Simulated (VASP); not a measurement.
# SiC (P6_3mc) in VASP: settings compared, part 2 of 2

VASP 6.6.1.

## Step 4: Relaxation of cell and atoms, r2SCAN+D4

This run uses another cell than the first one, of 10.34 Å³/atom.

POSCAR

```
SiC
1.0
    3.0760000000      0.0000000000      0.0000000000
   -1.5380000000      2.6638941420      0.0000000000
    0.0000000000      0.0000000000      5.0480000000
Si C
2 2
Direct
    0.6666666667      0.3333333333      0.5000000000
    0.3333333333      0.6666666667      0.0000000000
    0.6666666667      0.3333333333      0.8850000000
    0.3333333333      0.6666666667      0.3850000000
```

INCAR.step1

```
ALGO = Normal
EDIFF = 1E-4
ENCUT = 600
GGA = PE
ISMEAR = -1
LASPH = T
LCHARG = F
LREAL = F
LWAVE = T
NELM = 100
PREC = Accurate
SIGMA = 0.05
```

INCAR.step2

```
ALGO = Normal
EDIFF = 1E-7
EDIFFG = -0.01
ENCUT = 600
IBRION = 2
ISIF = 3
ISMEAR = -1
ISTART = 1
IVDW = 13
LASPH = T
LCHARG = F
LMIXTAU = T
LREAL = F
LWAVE = F
METAGGA = R2SCAN
NELM = 100
NSW = 60
PREC = Accurate
SIGMA = 0.05
VDW_A1 = 0.51559235
VDW_A2 = 5.77342911
VDW_S6 = 1.0
VDW_S8 = 0.6018749
```

KPOINTS

```
k-points
0
Gamma
  10 10 5
```

Potentials or basis: VASP PAW PBE potentials, release 64 (Si, C).

Command:

```
$ cat potpaw_PBE.64/Si/POTCAR potpaw_PBE.64/C/POTCAR > POTCAR
$ cp INCAR.step1 INCAR
$ mpirun -np 1 vasp_std > vasp.out
$ cp INCAR.step2 INCAR
$ mpirun -np 1 vasp_std > vasp.out
```

OUTCAR:

```text
EDIFF = 1E-7
   EDIFFG = -0.01
   ENCUT = 600
   IBRION = 2
   ISIF = 3
   ISMEAR = -1
   ISTART = 1
   IVDW = 13
   LASPH = T
   LREAL = F
   METAGGA = R2SCAN
   NELM = 100
   NSW = 60
   PREC = Accurate

 ion  position               nearest neighbor table
   1  0.667  0.333  0.500-   4 1.87   4 1.87   4 1.87   3 1.94   2 3.09   2 3.09   2 3.09   2 3.09
                             2 3.09   2 3.09
   2  0.333  0.667  0.000-   3 1.87   3 1.87   3 1.87   4 1.94   1 3.09   1 3.09   1 3.09   1 3.09
                             1 3.09   1 3.09
   3  0.667  0.333  0.885-   2 1.87   2 1.87   2 1.87   1 1.94
   4  0.333  0.667  0.385-   1 1.87   1 1.87   1 1.87   2 1.94

  LATTYP: Found a hexagonal cell.
 ALAT       =     3.0760000000
 C/A-ratio  =     1.6410923277

  Lattice vectors:

 A1 = (   3.0760000000,   0.0000000000,   0.0000000000)
 A2 = (  -1.5380000000,   2.6638941420,   0.0000000000)
 A3 = (   0.0000000000,   0.0000000000,   5.0480000000)

[... 397 lines left out ...]
  free energy    TOTEN  =       -38.64071372 eV

  energy without entropy =      -38.64071372  energy(sigma->0) =      -38.64071372

 E-fermi :   9.2091     XC(G=0): -11.9631

 val. band max:        8.2325412927   @ k =   0.0000   0.0000   0.0000
 cond. band min:      11.0379538234   @ k =   0.3000   0.3000   0.0000
 fundamental gap:      2.8054125308
 Fermi energy:         9.2090623645

 k-point     1 :       0.0000    0.0000    0.0000
  band No.  band energies     occupation
      1      -8.1851      2.00000
      2      -4.5283      2.00000
      3      -0.8059      2.00000
      4       6.8430      2.00000
      5       6.8430      2.00000
      6       8.1150      2.00000
      7       8.2325      2.00000
      8       8.2325      2.00000
      9      13.6803      0.00000
     10      15.0939      0.00000
     11      15.4720      0.00000
     12      15.4720      0.00000
[... 331 lines left out ...]
 k-point    24 :       0.4000    0.1000    0.2000
  band No.  band energies     occupation
      1      -4.7309      2.00000
      2      -3.2063      2.00000
      3      -0.1634      2.00000
      4       1.3468      2.00000
      5       3.3443      2.00000
      6       4.3271      2.00000
      7       5.6451      2.00000
      8       6.1441      2.00000
      9      12.3310      0.00000
     10      12.7802      0.00000
     11      15.8073      0.00000
     12      16.2246      0.00000

 [... further k-points ...]

------------------------ aborting loop because EDIFF is reached ----------------------------------------

  DFT-D4 for vdW energy calculation

  Edisp (eV):   -0.49564
[... 27 lines left out ...]
  FREE ENERGIE OF THE ION-ELECTRON SYSTEM (eV)
  ---------------------------------------------------
  free  energy   TOTEN  =       -39.1363538253 eV

  energy  without entropy=      -39.1363538252  energy(sigma->0) =      -39.13635383

 reached required accuracy - stopping structural energy minimisation
```

OUTCAR.step1:

```text
EDIFF = 1E-4
   ENCUT = 600
   GGA = PE
   ISMEAR = -1
   LASPH = T
[... 592 lines left out ...]
      1.53800      0.88796      2.52400        -0.000000      0.000000      0.752445
     -0.00000      1.77593      0.00000         0.000000      0.000000      0.752445
      1.53800      0.88796      4.46748         0.000000     -0.000000     -0.752445
     -0.00000      1.77593      1.94348        -0.000000      0.000000     -0.752445
 -----------------------------------------------------------------------------------
    total drift:                               -0.000000      0.000000      0.001066

  FREE ENERGIE OF THE ION-ELECTRON SYSTEM (eV)
  ---------------------------------------------------
  free  energy   TOTEN  =       -30.0699520224 eV

  energy  without entropy=      -30.0699520223  energy(sigma->0) =      -30.06995202
```

OSZICAR.step1:

```text
N       E                     dE             d eps       ncg     rms          rms(c)
DAV:   1     0.396558297544E+02    0.39656E+02   -0.81254E+03  1008   0.134E+03
DAV:   2    -0.304284698298E+02   -0.70084E+02   -0.64234E+02  1432   0.197E+02
DAV:   3    -0.337714934573E+02   -0.33430E+01   -0.33239E+01  1316   0.434E+01
DAV:   4    -0.338119448201E+02   -0.40451E-01   -0.40413E-01  1260   0.556E+00
DAV:   5    -0.338126601216E+02   -0.71530E-03   -0.71522E-03  1276   0.708E-01    0.125E+01
DAV:   6    -0.301813726638E+02    0.36313E+01   -0.10710E+01  1240   0.209E+01    0.557E+00
DAV:   7    -0.300860060554E+02    0.95367E-01   -0.93256E-01  1292   0.643E+00    0.245E+00
DAV:   8    -0.300703845594E+02    0.15621E-01   -0.48494E-02  1188   0.165E+00    0.542E-01
DAV:   9    -0.300696711323E+02    0.71343E-03   -0.66343E-03  1240   0.627E-01    0.133E-01
DAV:  10    -0.300699380750E+02   -0.26694E-03   -0.70876E-04  1212   0.195E-01    0.542E-02
DAV:  11    -0.300699520224E+02   -0.13947E-04   -0.90741E-05   796   0.817E-02
   1 F= -.30069952E+02 E0= -.30069952E+02  d E =-.406388E-10
```

Wall time 6.8 min (1 thread of Intel Xeon Platinum 8488C (Sapphire Rapids), shared host); peak memory 0.19 GiB.

Results:

- Free energy: -39.1364 eV
- Relaxed volume: 10.26 Å³/atom
- Relaxed cell: a = 3.068 Å, b = 3.068 Å, c = 5.035 Å, α = 90.00°, β = 90.00°, γ = 120.00°
- Space group after relaxing (to 0.1 Å): P6_3mc (No. 186)
- Energy gained by relaxing: 9.7 meV/atom
- Ionic steps: 6
- Pressure after relaxing: -0.1 GPa
- Largest force after relaxing: 0.009 eV/Å
- Band gap on the k mesh: 2.81 eV (least direct gap 4.50 eV)
- Dispersion energy per atom: -0.124 eV

Forces on the atoms (eV/Å):
```
Si   0.000  0.000 -0.009
Si   0.000  0.000 -0.009
C    0.000  0.000  0.009
C    0.000  0.000  0.009
```

The path:
```
step  energy change (eV)  largest force (eV/Å)  pressure (GPa)  volume (Å³)
   1              0.0000                0.7654           -1.67        41.36
   2             -0.0067                0.7043            1.87        40.72
   3             -0.0364                0.0575           -0.05        41.01
   4             -0.0386                0.0049            0.22        40.97
   5             -0.0388                0.0097            0.16        40.98
   6             -0.0388                0.0087           -0.13        41.03
```

Final structure:
```
Si C
1.0
     3.06756    0.00000    0.00000
    -1.53378    2.65658    0.00000
     0.00000    0.00000    5.03518
Si C
2 2
Direct
  0.66667 0.33333 0.50464
  0.33333 0.66667 0.00464
  0.66667 0.33333 0.88036
  0.33333 0.66667 0.38036
```

Levels at points of the mesh, in eV from the valence-band top:
```tsv
k point	band 6	band 7	band 8	band 9	band 10	band 11
(0.00, 0.00, 0.00)	-0.12	0.00	0.00	5.45	6.86	7.24
(0.50, 0.00, 0.00)	-3.49	-3.39	-1.26	3.24	4.67	7.53
```

Caveat: the PAW data sets were made with another functional, which shifts forces and pressure a little. A k mesh can miss the band edges.

## Step 5: Single point, HSE06

POSCAR

```
SiC
1.0
    3.0718894065      0.0000000000      0.0000000000
   -1.5359447032      2.6603342636      0.0000000000
    0.0000000000      0.0000000000      5.0349094925
Si C
2 2
Direct
    0.6666666667      0.3333333333      0.5043829894
    0.3333333333      0.6666666667      0.0043829894
    0.6666666667      0.3333333333      0.8806170106
    0.3333333333      0.6666666667      0.3806170106
```

INCAR.step1

```
SYSTEM = SiC
ALGO     = Normal         ! electronic algorithm
EDIFF    = 1E-5           ! SCF threshold, eV
ENCUT    = 520            ! plane-wave cutoff, eV
GGA      = PE             ! functional
ISIF     = 2              ! what is computed and relaxed
ISMEAR   = -1             ! smearing method
LASPH    = .TRUE.         ! aspherical terms in the spheres
LCHARG   = .FALSE.        ! write CHGCAR
LREAL    = .FALSE.        ! projectors in reciprocal space
LWAVE    = .TRUE.         ! write WAVECAR
NBANDS   = 16             ! bands
NELM     = 100            ! most SCF steps
PREC     = Accurate       ! precision mode
SIGMA    = 0.05           ! smearing width, eV
```

INCAR.step2

```
SYSTEM = SiC
ALGO     = Normal         ! electronic algorithm
EDIFF    = 1E-7           ! SCF threshold, eV
ENCUT    = 520            ! plane-wave cutoff, eV
GGA      = PE             ! functional
HFSCREEN = 0.2079         ! screening, 1/A
ISIF     = 2              ! what is computed and relaxed
ISMEAR   = -1             ! smearing method
ISTART   = 1            
LASPH    = .TRUE.         ! aspherical terms in the spheres
LCHARG   = .FALSE.        ! write CHGCAR
LHFCALC  = .TRUE.         ! exact exchange
LREAL    = .FALSE.        ! projectors in reciprocal space
LWAVE    = .FALSE.        ! write WAVECAR
NBANDS   = 16             ! bands
NELM     = 100            ! most SCF steps
PREC     = Accurate       ! precision mode
PRECFOCK = Normal       
SIGMA    = 0.05           ! smearing width, eV
```

KPOINTS

```
k-points
0
G
  5 5 3
  0 0 0
```

Command:

```
$ cat potpaw_PBE.64/Si/POTCAR potpaw_PBE.64/C/POTCAR > POTCAR
$ cp INCAR.step1 INCAR
$ mpirun -np 1 vasp_std > vasp.out
$ cp INCAR.step2 INCAR
$ mpirun -np 1 vasp_std > vasp.out
```

Run time: 6.4 min. Hardware: 1 thread of Intel Xeon Platinum 8488C (Sapphire Rapids), shared host; peak memory 0.25 GiB.

The run converged. Its results:

| Property | Result |
| --- | --- |
| Free energy | -34.8031 eV |
| Pressure | -0.4 GPa |
| Band gap on the k mesh | 3.83 eV (least direct gap 5.19 eV) |

Levels at points of the mesh, in eV from the valence-band top:
```
           k point  band 5  band 6  band 7  band 8  band 9  band 10  band 11  band 12
(0.00, 0.00, 0.00)   -1.47   -0.09    0.00    0.00    6.00     7.57     7.91     7.91
```

Caveat: the k points lie up to 0.47 Å⁻¹ apart; the PAW data sets were made with another functional, which shifts forces and pressure a little. A k mesh can miss the band edges.

## Step 6: Single point, HSE06

This run uses another cell than the first one, of 10.34 Å³/atom.

POSCAR

```
SiC
1.0
    3.0760000000      0.0000000000      0.0000000000
   -1.5380000000      2.6638941420      0.0000000000
    0.0000000000      0.0000000000      5.0480000000
Si C
2 2
Direct
    0.6666666667      0.3333333333      0.5000000000
    0.3333333333      0.6666666667      0.0000000000
    0.6666666667      0.3333333333      0.8850000000
    0.3333333333      0.6666666667      0.3850000000
```

INCAR.step1

```
SYSTEM = SiC
ALGO = Normal
EDIFF = 1E-5
ENCUT = 520
GGA = PE
ISIF = 2
ISMEAR = -1
LASPH = .True.
LCHARG = .False.
LREAL = .False.
LWAVE = .True.
NBANDS = 16
NELM = 60
PREC = Accurate
SIGMA = 0.05
```

INCAR.step2

```
SYSTEM = SiC
ALGO = Normal
EDIFF = 1E-6
ENCUT = 520
GGA = PE
HFSCREEN = 0.2079
ISIF = 2
ISMEAR = -1
ISTART = 1
LASPH = .True.
LCHARG = .False.
LHFCALC = .True.
LREAL = .False.
LWAVE = .False.
NBANDS = 16
NELM = 60
PREC = Accurate
PRECFOCK = Normal
SIGMA = 0.05
```

KPOINTS

```
k-points
0
Gamma
  6 6 3
  0 0 0
```

Potentials or basis: VASP PAW PBE potentials, release 64 (Si, C).

Command:

```
$ cat potpaw_PBE.64/Si/POTCAR potpaw_PBE.64/C/POTCAR > POTCAR
$ cp INCAR.step1 INCAR
$ mpirun -np 1 vasp_std > vasp.out
$ cp INCAR.step2 INCAR
$ mpirun -np 1 vasp_std > vasp.out
```

OUTCAR:

```text
SYSTEM = SiC
   EDIFF = 1E-6
   ENCUT = 520
   GGA = PE
   HFSCREEN = 0.2079
   ISIF = 2
   ISMEAR = -1
   ISTART = 1
   LASPH = .True.
   LHFCALC = .True.
   LREAL = .False.
   NELM = 60
   PREC = Accurate
   PRECFOCK = Normal

 ion  position               nearest neighbor table
   1  0.667  0.333  0.500-   4 1.87   4 1.87   4 1.87   3 1.94   2 3.09   2 3.09   2 3.09   2 3.09
                             2 3.09   2 3.09
[... 468 lines left out ...]
  Direction    XX          YY          ZZ          XY          YZ          ZX
  --------------------------------------------------------------------------------------
  -------------------------------------------------------------------------------------
  Total        0.0551998      0.0551998     -1.1721179      0.0000000      0.0000000      0.0000000
  in kB        2.1380857      2.1380857    -45.4003525      0.0000000      0.0000000      0.0000000
  external PRESSURE =     -13.7080604 kB  Pullay stress =       0.0000000 kB

 VOLUME and BASIS-vectors are now :
 -----------------------------------------------------------------------------
  energy-cutoff  :      520.00
  volume of cell :       41.36
      direct lattice vectors                 reciprocal lattice vectors
     3.076000000  0.000000000  0.000000000     0.325097529  0.187695146  0.000000000
    -1.538000000  2.663894142  0.000000000     0.000000000  0.375390292  0.000000000
     0.000000000  0.000000000  5.048000000     0.000000000  0.000000000  0.198098257

 POSITION                                       TOTAL-FORCE (eV/Angst)
 -----------------------------------------------------------------------------------
      1.53800      0.88796      2.52400        -0.000000      0.000000      0.771251
     -0.00000      1.77593      0.00000         0.000000     -0.000000      0.771251
      1.53800      0.88796      4.46748        -0.000000      0.000000     -0.771251
     -0.00000      1.77593      1.94348         0.000000     -0.000000     -0.771251
 -----------------------------------------------------------------------------------
    total drift:                                0.000000      0.000000     -0.000185

  FREE ENERGIE OF THE ION-ELECTRON SYSTEM (eV)
  ---------------------------------------------------
  free  energy   TOTEN  =       -34.7879873962 eV

  energy  without entropy=      -34.7879873961  energy(sigma->0) =      -34.78798740
```

OSZICAR.step1:

```text
N       E                     dE             d eps       ncg     rms          rms(c)
DAV:   1     0.214502409090E+02    0.21450E+02   -0.70940E+03   448   0.893E+02
DAV:   2    -0.315276550673E+02   -0.52978E+02   -0.47821E+02   640   0.151E+02
DAV:   3    -0.337898943656E+02   -0.22622E+01   -0.22534E+01   576   0.290E+01
DAV:   4    -0.338062945561E+02   -0.16400E-01   -0.16396E-01   568   0.304E+00
DAV:   5    -0.338064587880E+02   -0.16423E-03   -0.16423E-03   576   0.286E-01    0.125E+01
DAV:   6    -0.301422141935E+02    0.36642E+01   -0.65697E+00   560   0.157E+01    0.565E+00
DAV:   7    -0.300677381301E+02    0.74476E-01   -0.11088E+00   632   0.618E+00    0.249E+00
DAV:   8    -0.300512076620E+02    0.16530E-01   -0.46176E-02   504   0.138E+00    0.628E-01
DAV:   9    -0.300497992580E+02    0.14084E-02   -0.74057E-03   592   0.584E-01    0.123E-01
DAV:  10    -0.300501254137E+02   -0.32616E-03   -0.10128E-03   536   0.184E-01    0.574E-02
DAV:  11    -0.300501518704E+02   -0.26457E-04   -0.94246E-05   560   0.687E-02    0.132E-02
DAV:  12    -0.300501527308E+02   -0.86047E-06   -0.64125E-06   328   0.166E-02
   1 F= -.30050153E+02 E0= -.30050153E+02  d E =-.295954E-10
```

Run time: 9.8 min. Hardware: 1 thread of Intel Xeon Platinum 8488C (Sapphire Rapids), shared host; peak memory 0.25 GiB.

What came out:

| Quantity | Value |
| --- | --- |
| Free energy | -34.7880 eV |
| Pressure | -1.4 GPa |
| Largest force | 0.771 eV/Å |
| Band gap on the k mesh | 3.19 eV (least direct gap 5.18 eV) |

Forces in eV/Å, atoms in the order of the input:
```
Si   0.000  0.000  0.771
Si   0.000  0.000  0.771
C    0.000  0.000 -0.771
C    0.000  0.000 -0.771
```

Stress tensor (GPa, compression positive):
```
 0.21  0.00  0.00
 0.00  0.21  0.00
 0.00  0.00 -4.54
```

Caveat: the PAW data sets were made with another functional, which shifts forces and pressure a little. A k mesh can miss the band edges.

## Step 7: The runs side by side

```tsv
task	level	cell	k mesh	cutoff (eV)	grid for exact exchange (PRECFOCK)	share of exact exchange	screening parameter	gap on the mesh (eV)	pressure (GPa)	relaxed volume (Å³/atom)	largest force (eV/Å)
single point	r2SCAN+D4	a = 3.069, b = 3.069, c = 5.037 Å, angles 90.0, 90.0, 120.0°, 4 atoms, atomic positions A	10 × 10 × 5	520	-	-	-	2.81	-0.2	-	-
relaxation of cell and atoms	PBE	relaxed from a = 3.076, b = 3.076, c = 5.048 Å, angles 90.0, 90.0, 120.0°, 4 atoms, atomic positions B	10 × 10 × 5	600	-	-	-	2.45	0.0	10.49	-
relaxation of cell and atoms	r2SCAN+D4	relaxed from a = 3.076, b = 3.076, c = 5.048 Å, angles 90.0, 90.0, 120.0°, 4 atoms, atomic positions B	10 × 10 × 5	600	-	-	-	2.81	-0.1	10.26	0.01
single point	HSE06	a = 3.072, b = 3.072, c = 5.035 Å, angles 90.0, 90.0, 120.0°, 4 atoms, atomic positions C	5 × 5 × 3	520	Normal	0.25	0.2079 1/Å	3.83	-0.4	-	-
single point	HSE06	a = 3.076, b = 3.076, c = 5.048 Å, angles 90.0, 90.0, 120.0°, 4 atoms, atomic positions B	6 × 6 × 3	520	Normal	0.25	0.2079 1/Å	3.19	-1.4	-	0.77
```

Alike in all rows: potentials or basis VASP PAW PBE potentials, release 64 (Si, C); no spin polarisation; smearing fermi-dirac 0.05 eV.

Caveats: some runs use coarse meshes; the PAW data sets were made with another functional, which shifts forces and pressure a little (at least some runs).

Total energies depend on the potentials used, so only differences within one code and one set of settings carry meaning.
